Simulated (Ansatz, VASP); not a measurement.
**Two plane-wave programs on MgO**

```
Mg O
1.0
     0.00000    2.00925    2.41110
     2.00925    0.00000    2.41110
     2.00925    2.00925    0.00000
Mg O
1 1
Direct
  0.00000 0.00000 0.00000
  0.50000 0.50000 0.50000
```

Alike in both runs: task single point; functional PBE; k mesh 10 × 10 × 10; occupations gaussian, width 0.05 eV; no spin polarisation.

|  | VASP | Ansatz |
| --- | --- | --- |
| version | VASP 6.6.1 | Ansatz 0.2.0 |
| potentials or method | VASP PAW PBE potentials, release 64 (Mg, O), cutoff 520 eV | scalar-relativistic, plane waves, PAW |
| valence electrons in the cell | 8 | 16 |

|  | VASP | Ansatz | Ansatz less VASP |
| --- | --- | --- | --- |
| gap on the k mesh at the Fermi level (eV) | 4.10 | 4.12 | +0.020 |
| least direct gap on the mesh (eV) | 4.10 | 4.12 | +0.020 |
| pressure (GPa) | 6.5 | 7.2 | +0.62 |
| traceless stress, the component that is largest in VASP (GPa) | -17.00 | -16.95 | +0.058 |

VASP's potentials hold 8 valence electrons a cell and Ansatz's 16, so a difference there can come from the potentials and not from the codes.
